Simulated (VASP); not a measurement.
# CdO (Monteponite) (Fm-3m) in VASP: a series of runs

CdO (Monteponite) is run at these levels: revPBE, BLYP+D3(BJ), PBE+D4; tasks: single point.

Everything below comes from runs of VASP 6.6.1. Logs are shortened: lines on timing, memory, paths and dates and some standing lists are left out, and cuts for length are marked.

## (1) The cell of the first run

Symmetry: Fm-3m, No. 225, cubic system. The conventional cell has a = 4.603 Å, b = 4.603 Å, c = 4.603 Å, α = 90.00°, β = 90.00°, γ = 90.00°. Within 3.0 Å of Cd (site symmetry m-3m) lie 6 O at 2.30 Å. O (site symmetry m-3m) has 6 Cd at 2.30 Å within 3.0 Å.

## (2) Single point, revPBE

Input file INCAR:

```
PREC = Accurate ; ENCUT = 600
EDIFF = 1E-6 ; ISMEAR = -1
SIGMA = 0.05 ; LREAL = False
LASPH = True ; NELM = 120
ALGO = Normal ; ISIF = 2
LWAVE = False ; LCHARG = False
GGA = RE ; NBANDS = 16
GGA_COMPAT = False
```

Input file KPOINTS:

```
regular mesh
0
Gamma
  10 10 10
```

Input file POSCAR:

```
CdO
1.0
    0.0000000000      2.3015375624      2.3015375624
    2.3015375624      0.0000000000      2.3015375624
    2.3015375624      2.3015375624      0.0000000000
Cd O
1 1
Direct
    0.0000000000      0.0000000000      0.0000000000
    0.5000000000      0.5000000000      0.5000000000
```

Potentials or basis: VASP PAW PBE potentials, release 64 (Cd, O).

Command:

```sh
> cat potpaw_PBE.64/Cd/POTCAR potpaw_PBE.64/O/POTCAR > POTCAR
> mpirun -np 1 vasp_std > vasp.out
```

OUTCAR:

```text
PREC = Accurate
   ENCUT = 600
   EDIFF = 1E-6
   ISMEAR = -1
   LREAL = False
   LASPH = True
   NELM = 120
   ISIF = 2
   GGA = RE

 ion  position               nearest neighbor table
   1  0.000  0.000  0.000-   2 2.30   2 2.30   2 2.30   2 2.30   2 2.30   2 2.30
   2  0.500  0.500  0.500-   1 2.30   1 2.30   1 2.30   1 2.30   1 2.30   1 2.30

  LATTYP: Found a face centered cubic cell.
 ALAT       =     4.6030751248

  Lattice vectors:

 A1 = (   0.0000000000,   2.3015375624,   2.3015375624)
 A2 = (   2.3015375624,   0.0000000000,   2.3015375624)
 A3 = (   2.3015375624,   2.3015375624,   0.0000000000)

Analysis of symmetry for initial positions (statically):
=====================================================================
 Subroutine PRICEL returns:
 Original cell was already a primitive cell.

 Routine SETGRP: Setting up the symmetry group for a
 face centered cubic supercell.

 Subroutine GETGRP returns: Found 48 space group operations
 (whereof 48 operations were pure point group operations)
 out of a pool of 48 trial point group operations.

The static configuration has the point symmetry O_h .

Analysis of symmetry for dynamics (positions and initial velocities):
=====================================================================
 Subroutine PRICEL returns:
 Original cell was already a primitive cell.

 Routine SETGRP: Setting up the symmetry group for a
 face centered cubic supercell.

 Subroutine GETGRP returns: Found 48 space group operations
 (whereof 48 operations were pure point group operations)
 out of a pool of 48 trial point group operations.

The dynamic configuration has the point symmetry O_h .

 Subroutine INISYM returns: Found 48 space group operations
 (whereof 48 operations are pure point group operations),
 and found     1 'primitive' translations

----------------------------------------------------------------------------------------

                                     Primitive cell

  volume of cell :      24.3828

  direct lattice vectors                    reciprocal lattice vectors
     0.000000000  2.301537562  2.301537562    -0.217246074  0.217246074  0.217246074
     2.301537562  0.000000000  2.301537562     0.217246074 -0.217246074  0.217246074
     2.301537562  2.301537562  0.000000000     0.217246074  0.217246074 -0.217246074

  length of vectors
     3.254865635  3.254865635  3.254865635     0.376281238  0.376281238  0.376281238

  position of ions in fractional coordinates (direct lattice)
     0.000000000  0.000000000  0.000000000
     0.500000000  0.500000000  0.500000000

  ion indices of the primitive-cell ions
   primitive index   ion index
                 1           1
                 2           2

----------------------------------------------------------------------------------------

 KPOINTS: regular mesh

Automatic generation of k-mesh.
 Grid dimensions read from file:
 generate k-points for:   10   10   10

 Generating k-lattice:

  Cartesian coordinates                     Fractional coordinates (reciprocal lattice)
    -0.021724607  0.021724607  0.021724607     0.100000000  0.000000000  0.000000000
     0.021724607 -0.021724607  0.021724607     0.000000000  0.100000000  0.000000000
     0.021724607  0.021724607 -0.021724607     0.000000000  0.000000000  0.100000000

  Length of vectors
     0.037628124  0.037628124  0.037628124

  Shift w.r.t. Gamma in fractional coordinates (k-lattice)
     0.000000000  0.000000000  0.000000000

 Subroutine IBZKPT returns following result:
 ===========================================

 Found     47 irreducible k-points:

 Following reciprocal coordinates:
            Coordinates               Weight
  0.000000  0.000000  0.000000      1.000000
  0.100000  0.000000  0.000000      8.000000
  0.200000  0.000000  0.000000      8.000000
  0.300000  0.000000  0.000000      8.000000
  0.400000  0.000000  0.000000      8.000000
  0.500000  0.000000  0.000000      4.000000
[... 16 lines left out ...]
  0.300000  0.300000  0.000000      6.000000
  0.400000  0.300000  0.000000     24.000000
 [... further k-points ...]
   k-points           NKPTS =     47   k-points in BZ     NKDIM =     47   number of bands    NBANDS=     16
   number of dos      NEDOS =    301   number of ions     NIONS =      2
   total plane-waves  NPLWV =  21952
   dimension x,y,z NGX =    28 NGY =   28 NGZ =   28
   dimension x,y,z NGXF=    56 NGYF=   56 NGZF=   56
   ions per type =               1   1
   NGX,Y,Z   is equivalent  to a cutoff of  14.30, 14.30, 14.30 a.u.
   NGXF,Y,Z  is equivalent  to a cutoff of  28.60, 28.60, 28.60 a.u.
 SYSTEM =  unknown system
   PREC   = accura    normal or accurate (medium, high low for compatibility)
   ISTART =      0    job   : 0-new  1-cont  2-samecut
   ICHARG =      2    charge: 1-file 2-atom 10-const
   ISPIN  =      1    spin polarized calculation?
   LNONCOLLINEAR =      F non collinear calculations
   LSORBIT =      F    spin-orbit coupling
   LASPH  =      T    aspherical Exc in radial PAW
   ENCUT  =  600.0 eV  44.10 Ry    6.64 a.u.   6.50  6.50  6.50*2*pi/ulx,y,z
   NELM   =    120;   NELMIN=  2; NELMDL= -5     # of ELM steps
   EDIFF  = 0.1E-05   stopping-criterion for ELM
   LREAL  =      F    real-space projection
   EDIFFG = 0.1E-04   stopping-criterion for IOM
   NSW    =      0    number of steps for IOM
   IBRION =     -1    ionic relax: 0-MD 1-quasi-New 2-CG
   NFREE  =      0    steps in history (QN), initial steepest desc. (CG)
   ISIF   =      2    stress and relaxation
   ISYM   =      2    0-nonsym 1-usesym 2-fastsym
   POTIM  = 0.5000    time-step for ionic-motion
   TEBEG  =    0.0;   TEEND  =   0.0 temperature during run
   PSTRESS=    0.0 pullay stress
   NELECT =      18.0000    total number of electrons
   NUPDOWN=      -1.0000    fix difference up-down
   EMIN   =  10.00;   EMAX   =-10.00  energy-range for DOS
   EFERMI =   0.00;   METHOD = LEGACY
   ISMEAR =    -1;   SIGMA  =   0.05  broadening in eV -4-tet -1-fermi 0-gaus
   EFERMI_NEDOS =   21; number of points for ismear=-14 and -15
   IALGO  =     38    algorithm
   IMIX   =      4    mixing-type and parameters
     AMIX     =   0.40;   BMIX     =  1.00
     AMIX_MAG =   1.60;   BMIX_MAG =  1.00
  volume/ion in A,a.u.               =      12.19        82.27
  Fermi-wavevector in a.u.,A,eV,Ry     =   1.479577  2.795995 29.785172  2.189148
  Thomas-Fermi vector in A             =   2.593718
   LORBIT       =      0    0 simple, 1 ext, 2 COOP (PROOUT), +10 PAW based schemes
   GGA     = RE    functional components
   LHFCALC =     F    Hartree Fock is set to
   AEXX    =    0.0000 exact exchange contribution
   IVDW    =     0    specifies the selected vdW correction
   LEPSILON=     F    determine dielectric tensor
   LRPA    =     F    only Hartree local field effects (RPA)
 non-spin polarized calculation
  energy-cutoff  :      600.00
  volume of cell :       24.38
 maximum number of plane-waves:       869
 NGX is ok and might be reduce to    28
   NGX = 13   NGY = 13   NGZ = 13

 number of electron      18.0000002 magnetization

 Free energy of the ion-electron system (eV)
  ---------------------------------------------------
  ext. energy  EPLUGINS =         0.00000000
  ---------------------------------------------------
  free energy    TOTEN  =        -6.82491806 eV

  energy without entropy =       -6.82439708  energy(sigma->0) =       -6.82465757

 E-fermi :   2.9234     XC(G=0): -11.9136

 val. band max:        2.7650030387   @ k =   0.5000   0.0000   0.0000
 cond. band min:       3.4962727819   @ k =   0.1000   0.0000   0.0000
 fundamental gap:      0.7312697433
 Fermi energy:         2.9233881793

 k-point     1 :       0.0000    0.0000    0.0000
  band No.  band energies     occupation
      1     -15.1472      2.00000
      2      -4.0963      2.00000
      3      -4.0963      2.00000
      4      -4.0963      2.00000
      5      -3.7456      2.00000
      6      -3.7456      2.00000
[... 8 lines left out ...]
     15      21.9571      0.00000
     16      21.9571      0.00000

 k-point     2 :       0.1000    0.0000    0.0000
  band No.  band energies     occupation
      1     -15.0689      2.00000
      2      -4.1478      2.00000
      3      -4.0793      2.00000
      4      -4.0793      2.00000
      5      -3.8293      2.00000
      6      -3.8293      2.00000
[... 8 lines left out ...]
     15      22.0071      0.00000
     16      22.0071      0.00000

 k-point     3 :       0.2000    0.0000    0.0000
  band No.  band energies     occupation
      1     -14.8562      2.00000
      2      -4.3439      2.00000
      3      -4.2306      2.00000
      4      -4.2306      2.00000
      5      -3.8212      2.00000
      6      -3.8212      2.00000
[... 8 lines left out ...]
     15      22.5201      0.00000
     16      22.5201      0.00000

 k-point     4 :       0.3000    0.0000    0.0000
  band No.  band energies     occupation
      1     -14.5758      2.00000
      2      -4.7184      2.00000
      3      -4.5178      2.00000
      4      -4.5178      2.00000
      5      -3.6621      2.00000
      6      -3.6621      2.00000
[... 8 lines left out ...]
     15      23.4757      0.00000
     16      23.4757      0.00000
[... 324 lines left out ...]
 k-point    22 :      -0.2000    0.2000    0.0000
  band No.  band energies     occupation
      1     -14.5319      2.00000
      2      -4.7060      2.00000
      3      -4.5559      2.00000
      4      -4.3541      2.00000
      5      -3.7995      2.00000
      6      -3.4526      2.00000
[... 8 lines left out ...]
     15      22.9770      0.00000
     16      24.3644      0.00000

 k-point    23 :       0.3000    0.3000    0.0000
  band No.  band energies     occupation
      1     -14.5761      2.00000
      2      -4.4731      2.00000
      3      -4.4508      2.00000
      4      -3.6980      2.00000
      5      -3.6980      2.00000
      6      -3.5462      2.00000
[... 8 lines left out ...]
     15      27.9176      0.00000
     16      28.0462      0.00000

 k-point    24 :       0.4000    0.3000    0.0000
  band No.  band energies     occupation
      1     -14.4718      2.00000
      2      -4.5200      2.00000
      3      -4.2772      2.00000
      4      -3.7826      2.00000
      5      -3.5720      2.00000
      6      -3.4146      2.00000
[... 8 lines left out ...]
     15      27.5668      0.00000
     16      27.7427      0.00000

 [... further k-points ...]
[... 5 lines left out ...]
  --------------------------------------------------------------------------------------
  -------------------------------------------------------------------------------------
  Total        3.4032020      3.4032020      3.4032020     -0.0000000     -0.0000000     -0.0000000
  in kB      223.6217897    223.6217897    223.6217897     -0.0000000     -0.0000000     -0.0000000
  external PRESSURE =     223.6217897 kB  Pullay stress =       0.0000000 kB

 VOLUME and BASIS-vectors are now :
 -----------------------------------------------------------------------------
  energy-cutoff  :      600.00
  volume of cell :       24.38
      direct lattice vectors                 reciprocal lattice vectors
     0.000000000  2.301537562  2.301537562    -0.217246074  0.217246074  0.217246074
     2.301537562  0.000000000  2.301537562     0.217246074 -0.217246074  0.217246074
     2.301537562  2.301537562  0.000000000     0.217246074  0.217246074 -0.217246074

 POSITION                                       TOTAL-FORCE (eV/Angst)
 -----------------------------------------------------------------------------------
      0.00000      0.00000      0.00000         0.000000      0.000000      0.000000
      2.30154      2.30154      2.30154        -0.000000     -0.000000     -0.000000
 -----------------------------------------------------------------------------------
    total drift:                                0.000000      0.000000      0.000000

  FREE ENERGIE OF THE ION-ELECTRON SYSTEM (eV)
  ---------------------------------------------------
  free  energy   TOTEN  =        -6.8249180560 eV

  energy  without entropy=       -6.8243970825  energy(sigma->0) =       -6.82465757
```

It took 10 s on 1 thread of Intel Xeon 6975P-C (Granite Rapids), shared host; peak memory 0.17 GiB.

Results:

| Property | Result |
| --- | --- |
| Free energy | -6.8249 eV |
| Pressure | 22.4 GPa |
| Band gap on the k mesh | zero (band 9 reaches 2.77 eV, above the bottom of band 10 at 2.51 eV) |

Caveat: the PAW data sets were made with another functional, which shifts forces and pressure a little.

## (3) Single point, revPBE

This run uses another cell than the first one, of 12.45 Å³/atom, 1.021 times its volume.

Input file INCAR:

```
SYSTEM = CdO
ALGO     = Normal         ! electronic algorithm
EDIFF    = 1E-6           ! SCF threshold, eV
ENCUT    = 600            ! plane-wave cutoff, eV
GGA      = RE             ! functional
GGA_COMPAT= .FALSE.      
ISIF     = 2              ! what is computed and relaxed
ISMEAR   = -1             ! smearing method
LASPH    = .TRUE.         ! aspherical terms in the spheres
LCHARG   = .TRUE.         ! write CHGCAR
LELF     = .TRUE.         ! ELF
LREAL    = .FALSE.        ! projectors in reciprocal space
LVHAR    = .TRUE.       
LWAVE    = .FALSE.        ! write WAVECAR
NBANDS   = 16             ! bands
NELM     = 120            ! most SCF steps
PREC     = Accurate       ! precision mode
SIGMA    = 0.05           ! smearing width, eV
```

Input file KPOINTS:

```
k-points
0
G
  10 10 10
  0 0 0
```

Input file POSCAR:

```
CdO
1.0
    0.0000000000      2.3177461075      2.3177461075
    2.3177461075      0.0000000000      2.3177461075
    2.3177461075      2.3177461075      0.0000000000
Cd O
1 1
Direct
    0.0000000000      0.0000000000      0.0000000000
    0.5000000000      0.5000000000      0.5000000000
```

Potentials or basis: VASP PAW PBE potentials, release 64 (Cd, O).

Command:

```sh
> cat potpaw_PBE.64/Cd/POTCAR potpaw_PBE.64/O/POTCAR > POTCAR
> mpirun -np 1 vasp_std > vasp.out
```

OUTCAR:

```text
SYSTEM = CdO
   EDIFF = 1E-6
   ENCUT = 600
   GGA = RE
   ISIF = 2
   ISMEAR = -1
   LASPH = .TRUE.
   LREAL = .FALSE.
   NELM = 120
   PREC = Accurate

 ion  position               nearest neighbor table
   1  0.000  0.000  0.000-   2 2.32   2 2.32   2 2.32   2 2.32   2 2.32   2 2.32
   2  0.500  0.500  0.500-   1 2.32   1 2.32   1 2.32   1 2.32   1 2.32   1 2.32

  LATTYP: Found a face centered cubic cell.
 ALAT       =     4.6354922150

  Lattice vectors:

 A1 = (   0.0000000000,   2.3177461075,   2.3177461075)
 A2 = (   2.3177461075,   0.0000000000,   2.3177461075)
 A3 = (   2.3177461075,   2.3177461075,   0.0000000000)

Analysis of symmetry for initial positions (statically):
=====================================================================
 Subroutine PRICEL returns:
 Original cell was already a primitive cell.

 Routine SETGRP: Setting up the symmetry group for a
 face centered cubic supercell.

 Subroutine GETGRP returns: Found 48 space group operations
 (whereof 48 operations were pure point group operations)
 out of a pool of 48 trial point group operations.

The static configuration has the point symmetry O_h .

Analysis of symmetry for dynamics (positions and initial velocities):
[... 156 lines left out ...]

  energy without entropy =       -6.89107385  energy(sigma->0) =       -6.89133730

 E-fermi :   2.7097     XC(G=0): -11.7898

 val. band max:        2.5488156318   @ k =   0.5000   0.0000   0.0000
 cond. band min:       3.2505314436   @ k =   0.1000   0.0000   0.0000
 fundamental gap:      0.7017158118
 Fermi energy:         2.7096701431

 k-point     1 :       0.0000    0.0000    0.0000
  band No.  band energies     occupation
      1     -15.1891      2.00000
      2      -4.2604      2.00000
      3      -4.2604      2.00000
      4      -4.2604      2.00000
      5      -3.9252      2.00000
      6      -3.9252      2.00000
[... 433 lines left out ...]
      3      -4.3990      2.00000
      4      -3.9540      2.00000
      5      -3.7578      2.00000
      6      -3.6118      2.00000
[... 8 lines left out ...]
     15      27.0116      0.00000
     16      27.3111      0.00000

 [... further k-points ...]
[... 5 lines left out ...]
  --------------------------------------------------------------------------------------
  -------------------------------------------------------------------------------------
  Total        2.8094049      2.8094049      2.8094049     -0.0000000      0.0000000     -0.0000000
  in kB      180.7579211    180.7579211    180.7579211     -0.0000000      0.0000000     -0.0000000
  external PRESSURE =     180.7579211 kB  Pullay stress =       0.0000000 kB

 VOLUME and BASIS-vectors are now :
 -----------------------------------------------------------------------------
  energy-cutoff  :      600.00
  volume of cell :       24.90
      direct lattice vectors                 reciprocal lattice vectors
     0.000000000  2.317746108  2.317746108    -0.215726821  0.215726821  0.215726821
     2.317746108  0.000000000  2.317746108     0.215726821 -0.215726821  0.215726821
     2.317746108  2.317746108  0.000000000     0.215726821  0.215726821 -0.215726821

 POSITION                                       TOTAL-FORCE (eV/Angst)
 -----------------------------------------------------------------------------------
      0.00000      0.00000      0.00000        -0.000000     -0.000000     -0.000000
      2.31775      2.31775      2.31775         0.000000      0.000000      0.000000
 -----------------------------------------------------------------------------------
    total drift:                                0.000000      0.000000      0.000000

  FREE ENERGIE OF THE ION-ELECTRON SYSTEM (eV)
  ---------------------------------------------------
  free  energy   TOTEN  =        -6.8916007430 eV

  energy  without entropy=       -6.8910738518  energy(sigma->0) =       -6.89133730
```

Run time: 11 s. Hardware: 1 thread of Intel Xeon 6975P-C (Granite Rapids), shared host; peak memory 0.17 GiB.

Results:

* Free energy: -6.8916 eV
* Pressure: 18.1 GPa
* Band gap on the k mesh: zero (band 9 reaches 2.55 eV, above the bottom of band 10 at 2.25 eV)

Levels at points of the mesh, in eV from the Fermi level:
| k point | band 7 | band 8 | band 9 | band 10 | band 11 | band 12 |
| --- | --- | --- | --- | --- | --- | --- |
| (0.00, 0.00, 0.00) | -1.64 | -1.64 | -1.64 | -0.46 | 14.95 | 17.20 |
| (0.50, 0.00, 0.00) | -4.06 | -0.16 | -0.16 | 4.37 | 7.51 | 12.08 |
| (0.50, 0.50, 0.00) | -4.77 | -2.66 | -2.66 | 3.98 | 8.64 | 11.25 |

Caveat: the PAW data sets were made with another functional, which shifts forces and pressure a little.

(Continued in part 2 of 2.)
